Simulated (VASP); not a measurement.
# MgTe (P6_3mc) in VASP: settings compared, part 2 of 2

VASP 6.6.1. The steps go on from the part before.

## (4) Single point, HSE06

Contents of POSCAR:

```
MgTe
1.0
    4.5777324796      0.0000000000      0.0000000000
   -2.2888662398      3.9644326191      0.0000000000
    0.0000000000      0.0000000000      7.4548284134
Mg Te
2 2
Direct
    0.3333333333      0.6666666667      0.9968886101
    0.6666666667      0.3333333333      0.4968886101
    0.3333333333      0.6666666667      0.3731113899
    0.6666666667      0.3333333333      0.8731113899
```

Contents of INCAR.step1:

```
PREC = Accurate ; ENCUT = 520
EDIFF = 1E-5 ; ISMEAR = 0
SIGMA = 0.01 ; LREAL = False
LASPH = True ; NELM = 120
ALGO = Normal ; ISIF = 2
LWAVE = True ; GGA = PE
NBANDS = 16 ; GGA_COMPAT = False
```

Contents of INCAR.step2:

```
PREC = Accurate ; ENCUT = 520
EDIFF = 1E-6 ; ISMEAR = 0
SIGMA = 0.01 ; LREAL = False
LASPH = True ; NELM = 120
ALGO = Normal ; ISIF = 2
LWAVE = False ; LCHARG = True
GGA = PE ; LHFCALC = True
HFSCREEN = 0.2079 ; PRECFOCK = Normal
LELF = True ; LVHAR = True
ISTART = 1 ; NBANDS = 16
GGA_COMPAT = False
```

Contents of KPOINTS:

```
regular mesh
0
Gamma
  6 6 2
```

Potentials or basis: VASP PAW PBE potentials, release 64 (Mg, Te).

Run with:

```sh
$ cat potpaw_PBE.64/Mg/POTCAR potpaw_PBE.64/Te/POTCAR > POTCAR
$ cp INCAR.step1 INCAR
$ mpirun -np 1 vasp_std > vasp.out
$ cp INCAR.step2 INCAR
$ mpirun -np 1 vasp_std > vasp.out
```

OUTCAR:

```text
PREC = Accurate
   ENCUT = 520
   EDIFF = 1E-6
   ISMEAR = 0
   LREAL = False
   LASPH = True
   NELM = 120
   ISIF = 2
   GGA = PE
   LHFCALC = True
   HFSCREEN = 0.2079
   PRECFOCK = Normal
   ISTART = 1

 ion  position               nearest neighbor table
   1  0.333  0.667  0.997-   4 2.80   4 2.80   4 2.80   3 2.80
   2  0.667  0.333  0.497-   3 2.80   3 2.80   3 2.80   4 2.80
   3  0.333  0.667  0.373-   2 2.80   2 2.80   2 2.80   1 2.80
   4  0.667  0.333  0.873-   1 2.80   1 2.80   1 2.80   2 2.80

  LATTYP: Found a hexagonal cell.
 ALAT       =     4.5777324796
 C/A-ratio  =     1.6284980493

  Lattice vectors:

 A1 = (   4.5777324796,   0.0000000000,   0.0000000000)
 A2 = (  -2.2888662398,   3.9644326191,   0.0000000000)
 A3 = (   0.0000000000,   0.0000000000,   7.4548284134)

Analysis of symmetry for initial positions (statically):
=====================================================================
 Subroutine PRICEL returns:
 Original cell was already a primitive cell.

 Routine SETGRP: Setting up the symmetry group for a
 hexagonal supercell.

 Subroutine GETGRP returns: Found 12 space group operations
 (whereof  6 operations were pure point group operations)
 out of a pool of 24 trial point group operations.

The static configuration has the point symmetry C_3v.
 The point group associated with its full space group is C_6v.

Analysis of symmetry for dynamics (positions and initial velocities):
=====================================================================
 Subroutine PRICEL returns:
 Original cell was already a primitive cell.

 Routine SETGRP: Setting up the symmetry group for a
 hexagonal supercell.

 Subroutine GETGRP returns: Found 12 space group operations
 (whereof  6 operations were pure point group operations)
 out of a pool of 24 trial point group operations.

The dynamic configuration has the point symmetry C_3v.
 The point group associated with its full space group is C_6v.

 Subroutine INISYM returns: Found 12 space group operations
 (whereof  6 operations are pure point group operations),
 and found     1 'primitive' translations

----------------------------------------------------------------------------------------

                                     Primitive cell

  volume of cell :     135.2911

  direct lattice vectors                    reciprocal lattice vectors
     4.577732480  0.000000000  0.000000000     0.218448764  0.126121452  0.000000000
    -2.288866240  3.964432619  0.000000000     0.000000000  0.252242905  0.000000000
     0.000000000  0.000000000  7.454828413     0.000000000  0.000000000  0.134141250

  length of vectors
     4.577732480  4.577732480  7.454828413     0.252242905  0.252242905  0.134141250

  position of ions in fractional coordinates (direct lattice)
     0.333333333  0.666666667  0.996888610
     0.666666667  0.333333333  0.496888610
     0.333333333  0.666666667  0.373111390
     0.666666667  0.333333333  0.873111390

  ion indices of the primitive-cell ions
[... 43 lines left out ...]
  0.333333 -0.000000  0.500000      6.000000
  0.500000  0.000000  0.500000      3.000000
  0.166667  0.166667  0.500000      6.000000
  0.333333  0.166667  0.500000     12.000000
  0.333333  0.333333  0.500000      2.000000
   k-points           NKPTS =     14   k-points in BZ     NKDIM =     72   number of bands    NBANDS=     16
   number of dos      NEDOS =    301   number of ions     NIONS =      4
   total plane-waves  NPLWV =  72576
   dimension x,y,z NGX =    36 NGY =   36 NGZ =   56
   dimension x,y,z NGXF=    72 NGYF=   72 NGZF=  112
   ions per type =               2   2
   NGX,Y,Z   is equivalent  to a cutoff of  13.07, 13.07, 12.49 a.u.
   NGXF,Y,Z  is equivalent  to a cutoff of  26.15, 26.15, 24.98 a.u.
 SYSTEM =  unknown system
   PREC   = accura    normal or accurate (medium, high low for compatibility)
   ISTART =      1    job   : 0-new  1-cont  2-samecut
   ICHARG =      0    charge: 1-file 2-atom 10-const
   ISPIN  =      1    spin polarized calculation?
   LNONCOLLINEAR =      F non collinear calculations
   LSORBIT =      F    spin-orbit coupling
   LASPH  =      T    aspherical Exc in radial PAW
   ENCUT  =  520.0 eV  38.22 Ry    6.18 a.u.   8.51  8.51 13.86*2*pi/ulx,y,z
   NELM   =    120;   NELMIN=  2; NELMDL=  0     # of ELM steps
   EDIFF  = 0.1E-05   stopping-criterion for ELM
   LREAL  =      F    real-space projection
   EDIFFG = 0.1E-04   stopping-criterion for IOM
   NSW    =      0    number of steps for IOM
   IBRION =     -1    ionic relax: 0-MD 1-quasi-New 2-CG
   NFREE  =      0    steps in history (QN), initial steepest desc. (CG)
   ISIF   =      2    stress and relaxation
   ISYM   =      3    0-nonsym 1-usesym 2-fastsym
   POTIM  = 0.5000    time-step for ionic-motion
   TEBEG  =    0.0;   TEEND  =   0.0 temperature during run
   PSTRESS=    0.0 pullay stress
   NELECT =      16.0000    total number of electrons
   NUPDOWN=      -1.0000    fix difference up-down
   EMIN   =  10.00;   EMAX   =-10.00  energy-range for DOS
   EFERMI =   0.00;   METHOD = LEGACY
   ISMEAR =     0;   SIGMA  =   0.01  broadening in eV -4-tet -1-fermi 0-gaus
   EFERMI_NEDOS =   21; number of points for ismear=-14 and -15
   IALGO  =     38    algorithm
   IMIX   =      1    mixing-type and parameters
     AMIX     =   0.40;   BMIX     =  1.00
     AMIX_MAG =   1.60;   BMIX_MAG =  1.00
  volume/ion in A,a.u.               =      33.82       228.25
  Fermi-wavevector in a.u.,A,eV,Ry     =   0.803573  1.518532  8.785676  0.645729
  Thomas-Fermi vector in A             =   1.911465
   LORBIT       =      0    0 simple, 1 ext, 2 COOP (PROOUT), +10 PAW based schemes
   GGA     = PE    functional components
   LHFCALC =     T    Hartree Fock is set to
   PRECFOCK=normal    Normal, Fast or Accurate (Low or Medium for compatibility)
   ENCUT4O =  -1.0   cutoff for four orbital integrals eV
   NKREDX  =     1    reduce k-point grid by
   NKREDY  =     1    reduce k-point grid by
   NKREDZ  =     1    reduce k-point grid by
   AEXX    =    0.2500 exact exchange contribution
   HFSCREEN=    0.2079 screening length (either q_TF or 0.3 A-1)
   HFSCREENC=   0.2079 screening length for correlation (either q_TF or 0.3 A-1)
   ENCUTFOCK=  -1.0 apply spherical cutoff to Coloumb kernel
   IVDW    =     0    specifies the selected vdW correction
   LEPSILON=     F    determine dielectric tensor
   LRPA    =     F    only Hartree local field effects (RPA)
 non-spin polarized calculation
 Gauss-broadening in eV      SIGMA  =   0.01
  energy-cutoff  :      520.00
  volume of cell :      135.29
 maximum number of plane-waves:      3670
 NGX is ok and might be reduce to    36
  NGX = 28; NGY = 28; NGZ = 42

 number of electron      16.0000000 magnetization

 Free energy of the ion-electron system (eV)
  ---------------------------------------------------
  ext. energy  EPLUGINS =         0.00000000
  ---------------------------------------------------
  free energy    TOTEN  =       -15.12138275 eV

  energy without entropy =      -15.12138275  energy(sigma->0) =      -15.12138275

 E-fermi :   1.3787     XC(G=0):  -6.5884

 val. band max:        1.3218135296   @ k =   0.0000   0.0000   0.0000
 cond. band min:       4.5281631938   @ k =   0.0000   0.0000   0.0000
 fundamental gap:      3.2063496642
 Fermi energy:         1.3787150105

 k-point     1 :       0.0000    0.0000    0.0000
  band No.  band energies     occupation
      1      -9.8086      2.00000
      2      -9.1299      2.00000
      3      -2.1859      2.00000
      4       0.7957      2.00000
      5       0.7957      2.00000
      6       1.3211      2.00000
[... 243 lines left out ...]
      3      -1.8574      2.00000
      4      -1.8574      2.00000
      5      -0.7388      2.00000
      6      -0.7388      2.00000
[... 8 lines left out ...]
     15       9.6349      0.00000
     16       9.6349      0.00000

------------------------ aborting loop because EDIFF is reached ----------------------------------------

  FORCE on cell =-STRESS in cart. coord.  units (eV):
  Direction    XX          YY          ZZ          XY          YZ          ZX
  --------------------------------------------------------------------------------------
  -------------------------------------------------------------------------------------
  Total       -0.1969543     -0.1969543     -0.2155189      0.0000000      0.0000000     -0.0000000
  in kB       -2.3324216     -2.3324216     -2.5522718      0.0000000      0.0000000     -0.0000000
  external PRESSURE =      -2.4057050 kB  Pullay stress =       0.0000000 kB

 VOLUME and BASIS-vectors are now :
 -----------------------------------------------------------------------------
  energy-cutoff  :      520.00
  volume of cell :      135.29
      direct lattice vectors                 reciprocal lattice vectors
     4.577732480  0.000000000  0.000000000     0.218448764  0.126121452  0.000000000
    -2.288866240  3.964432619  0.000000000     0.000000000  0.252242905  0.000000000
     0.000000000  0.000000000  7.454828413     0.000000000  0.000000000  0.134141250

 POSITION                                       TOTAL-FORCE (eV/Angst)
 -----------------------------------------------------------------------------------
     -0.00000      2.64296      7.43163         0.000000     -0.000000     -0.001950
      2.28887      1.32148      3.70422         0.000000     -0.000000     -0.001950
     -0.00000      2.64296      2.78148        -0.000000      0.000000      0.001950
      2.28887      1.32148      6.50890         0.000000     -0.000000      0.001950
 -----------------------------------------------------------------------------------
    total drift:                               -0.000000     -0.000000      0.000829

  FREE ENERGIE OF THE ION-ELECTRON SYSTEM (eV)
  ---------------------------------------------------
  free  energy   TOTEN  =       -15.1213827548 eV

  energy  without entropy=      -15.1213827548  energy(sigma->0) =      -15.12138275
```

Run time: 46 min. Hardware: 1 thread of Intel Xeon 8259CL, shared host; peak memory 0.38 GiB.

What came out:

```
Free energy            : -15.1214 eV
Pressure               : -0.2 GPa
Band gap on the k mesh : 3.21 eV
```

Levels at points of the mesh, in eV from the valence-band top:
```
           k point  band 5  band 6  band 7  band 8  band 9  band 10  band 11  band 12
(0.00, 0.00, 0.00)   -0.53    0.00    0.00    0.00    3.21     3.77     6.18     6.18
(0.50, 0.00, 0.00)   -2.10   -1.32   -1.05   -0.48    3.94     4.68     5.06     6.39
(0.00, 0.00, 0.50)   -0.28   -0.28   -0.28   -0.28    4.26     4.26     6.45     6.45
(0.50, 0.00, 0.50)   -0.95   -0.95   -0.94   -0.94    3.99     3.99     5.10     5.10
```

Caveat: the k points lie up to 0.42 Å⁻¹ apart; the PAW data sets were made with another functional, which shifts forces and pressure a little; spin-orbit coupling is left out, which moves the levels of the heavy elements.

## (5) Summary

| level | cutoff (eV) | screening parameter | gap on the mesh (eV) | pressure (GPa) |
| --- | --- | --- | --- | --- |
| r2SCAN0 | 580 | - | 4.27 | -0.7 |
| PBE0 | 520 | - | 3.86 | -0.3 |
| HSE06 | 520 | 0.2079 1/Å | 3.21 | -0.2 |

Alike in all rows: task single point; potentials or basis VASP PAW PBE potentials, release 64 (Mg, Te); no spin polarisation; cell as given; k mesh 6 × 6 × 2; smearing gaussian 0.01 eV.

Caveats: all runs use coarse meshes; the PAW data sets were made with another functional, which shifts forces and pressure a little; spin-orbit coupling is left out, which moves the levels of the heavy elements.

Total energies depend on the potentials used, so only differences within one code and one set of settings carry meaning.
